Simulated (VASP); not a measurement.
# TiO2 (C2/m) in VASP: further runs, part 2 of 2

VASP 6.6.1. The steps go on from the part before.

## 4. Relaxation of cell and atoms, PBE

This run uses another cell than the first one, of 12.23 Å³/atom.

Contents of INCAR:

```
PREC = Accurate ; ENCUT = 600
EDIFF = 1E-7 ; ISMEAR = -1
SIGMA = 0.05 ; LREAL = F
LASPH = T ; NELM = 120
ALGO = Normal ; ISIF = 3
LWAVE = F ; LCHARG = F
GGA = PE ; IBRION = 2
NSW = 60 ; EDIFFG = -0.01
GGA_COMPAT = F ; NELMIN = 4
KPAR = 4
```

Contents of KPOINTS:

```
Automatic mesh
0
Gamma
  8 8 4
```

Contents of POSCAR:

```
TiO2
1.0
    6.1535771931     -1.8834685000      0.0000000000
    6.1535771931      1.8834685000      0.0000000000
   -1.9283261078      0.0000000000      6.3289668713
Ti O
4 8
Direct
    0.9000710000      0.9000710000      0.2896020000
    0.1952860000      0.1952860000      0.2837620000
    0.0999290000      0.0999290000      0.7103980000
    0.8047140000      0.8047140000      0.7162380000
    0.3619310000      0.3619310000      0.2933970000
    0.2634885000      0.2634885000      0.6525000000
    0.8671885000      0.8671885000      0.9952910000
    0.7365115000      0.7365115000      0.3475000000
    0.9416475000      0.9416475000      0.6300210000
    0.1328115000      0.1328115000      0.0047090000
    0.6380690000      0.6380690000      0.7066030000
    0.0583525000      0.0583525000      0.3699790000
```

Potentials or basis: VASP PAW PBE potentials, release 64 (Ti_sv, O).

Started as:

```sh
$ cat potpaw_PBE.64/Ti_sv/POTCAR potpaw_PBE.64/O/POTCAR > POTCAR
$ mpirun -np 4 vasp_std > vasp.out
```

OUTCAR:

```text
PREC = Accurate
   ENCUT = 600
   EDIFF = 1E-7
   ISMEAR = -1
   LREAL = F
   LASPH = T
   NELM = 120
   ISIF = 3
   GGA = PE
   IBRION = 2
   NSW = 60
   EDIFFG = -0.01
   NELMIN = 4

 ion  position               nearest neighbor table
   1  0.900  0.900  0.290-  12 1.86   7 1.87   5 1.94   5 1.94   8 2.16   9 2.16
   2  0.195  0.195  0.284-  10 1.78  12 1.93   8 1.96   8 1.96   5 2.03   6 2.34
   3  0.100  0.100  0.710-   9 1.86  10 1.87  11 1.94  11 1.94   6 2.16  12 2.16
   4  0.805  0.805  0.716-   7 1.78   9 1.93   6 1.96   6 1.96  11 2.03   8 2.34
   5  0.362  0.362  0.293-   1 1.94   1 1.94   2 2.03
   6  0.263  0.263  0.653-   4 1.96   4 1.96   3 2.16   2 2.34
   7  0.867  0.867  0.995-   4 1.78   1 1.87
   8  0.737  0.737  0.347-   2 1.96   2 1.96   1 2.16   4 2.34
   9  0.942  0.942  0.630-   3 1.86   4 1.93   1 2.16
  10  0.133  0.133  0.005-   2 1.78   3 1.87
  11  0.638  0.638  0.707-   3 1.94   3 1.94   4 2.03
[... 445 lines left out ...]
  ext. energy  EPLUGINS =         0.00000000
  ---------------------------------------------------
  free energy    TOTEN  =      -107.81971119 eV

  energy without entropy =     -107.81971119  energy(sigma->0) =     -107.81971119

 E-fermi :   3.8319     XC(G=0): -10.2910

 val. band max:        2.5305153987   @ k =  -0.3750   0.2500   0.5000
 cond. band min:       5.2670612099   @ k =   0.0000   0.0000   0.0000
 fundamental gap:      2.7365458112
 Fermi energy:         3.8318980281

 k-point     1 :       0.0000    0.0000    0.0000
  band No.  band energies     occupation
      1     -53.6412      2.00000
      2     -53.6300      2.00000
      3     -53.5312      2.00000
      4     -53.5254      2.00000
      5     -30.0418      2.00000
      6     -29.9926      2.00000
[... 1429 lines left out ...]
     56       6.7160      0.00000
     57       6.9038      0.00000

 [... further k-points ...]
[... 5 lines left out ...]
  --------------------------------------------------------------------------------------
  -------------------------------------------------------------------------------------
  Total        0.0268023     -0.0111814      0.0056076      0.0000000      0.0000000      0.0015191
  in kB        0.2937296     -0.1225384      0.0614548      0.0000000      0.0000000      0.0166484
  external PRESSURE =       0.0775487 kB  Pullay stress =       0.0000000 kB
[... 27 lines left out ...]
  FREE ENERGIE OF THE ION-ELECTRON SYSTEM (eV)
  ---------------------------------------------------
  free  energy   TOTEN  =      -107.8197111878 eV

  energy  without entropy=     -107.8197111878  energy(sigma->0) =     -107.81971119

 reached required accuracy - stopping structural energy minimisation
```

It took 30 min on 4 MPI ranks of AMD EPYC 9R45 (Zen 5), shared host; peak memory 0.81 GiB.

What came out:

```yaml
Free_energy: -107.8197 eV
Relaxed_volume: 12.18 Å³/atom
Relaxed_cell: a = 6.421 Å, b = 6.421 Å, c = 6.622 Å, α = 106.22°, β = 106.22°, γ = 34.04°
Space_group_after_relaxing_to_0.1_Å: C2/m (No. 12)
Energy_gained_by_relaxing: 0.3 meV/atom
Ionic_steps: 16
Pressure_after_relaxing: 0.0 GPa
Largest_force_after_relaxing: 0.006 eV/Å
Band_gap_on_the_k_mesh: 2.74 eV (least direct gap 2.92 eV)
```

Forces on the atoms (eV/Å):
```
Ti   0.005  0.000  0.003
Ti  -0.003  0.000 -0.001
Ti  -0.005  0.000 -0.003
Ti   0.003  0.000  0.001
O    0.001  0.000  0.002
O    0.005  0.000 -0.001
O    0.006  0.000  0.001
O   -0.005  0.000  0.001
O    0.006  0.000  0.001
O   -0.006  0.000 -0.001
O   -0.001  0.000 -0.002
O   -0.006  0.000 -0.001
```

Step by step:
```csv
step,energy change (eV),largest force (eV/Å),pressure (GPa),volume (Å³)
1,0.0000,0.1145,-0.77,146.71
2,0.0010,0.1557,1.01,145.46
3,-0.0017,0.0449,0.01,146.15
4,-0.0021,0.0763,0.13,146.04
5,-0.0021,0.0741,0.13,146.04
6,-0.0025,0.0496,0.09,146.09
7,-0.0028,0.0262,0.02,146.18
8,-0.0029,0.0188,-0.02,146.22
9,-0.0029,0.0271,-0.06,146.26
10,-0.0030,0.0171,-0.04,146.24
11,-0.0030,0.0179,-0.02,146.23
12,-0.0030,0.0317,0.02,146.21
13,-0.0030,0.0219,0.01,146.22
14,-0.0031,0.0153,0.00,146.22
15,-0.0032,0.0245,-0.01,146.21
16,-0.0032,0.0058,0.01,146.20
```

Final structure:
```
Ti O
1.0
     6.14000   -1.87978   -0.00477
     6.14000    1.87978   -0.00477
    -1.92900    0.00000    6.33479
Ti O
4 8
Direct
  0.89937 0.89937 0.28983
  0.19419 0.19419 0.28200
  0.10063 0.10063 0.71017
  0.80581 0.80581 0.71800
  0.36143 0.36143 0.29337
  0.26413 0.26413 0.65397
  0.86714 0.86714 0.99644
  0.73587 0.73587 0.34603
  0.94185 0.94185 0.63029
  0.13286 0.13286 0.00356
  0.63857 0.63857 0.70663
  0.05815 0.05815 0.36971
```

## 5. The runs side by side

```csv
task,level,cell,cutoff (eV),gap on the mesh (eV),pressure (GPa),largest force (eV/Å)
single point,PBEsol+D4,"a = 6.392, b = 6.392, c = 6.572 Å, angles 106.2, 106.2, 34.0°, 12 atoms, atomic positions A",600,2.77,-4.1,0.08
single point,SVWN5,"a = 6.307, b = 6.307, c = 6.470 Å, angles 106.2, 106.2, 34.1°, 12 atoms, atomic positions B",520,2.82,1.0,0.13
relaxation of cell and atoms,PBE,"relaxed from a = 6.435, b = 6.435, c = 6.616 Å, angles 106.2, 106.2, 34.0°, 12 atoms, atomic positions A",600,2.74,0.0,0.01
```

Alike in all rows: potentials or basis VASP PAW PBE potentials, release 64 (Ti_sv, O); no spin polarisation; k mesh 8 × 8 × 4; smearing fermi-dirac 0.05 eV.

Caveats: the PAW data sets were made with another functional, which shifts forces and pressure a little (at least some runs); the cell stands under tension (at least some runs).

Total energies depend on the potentials used, so only differences within one code and one set of settings carry meaning.
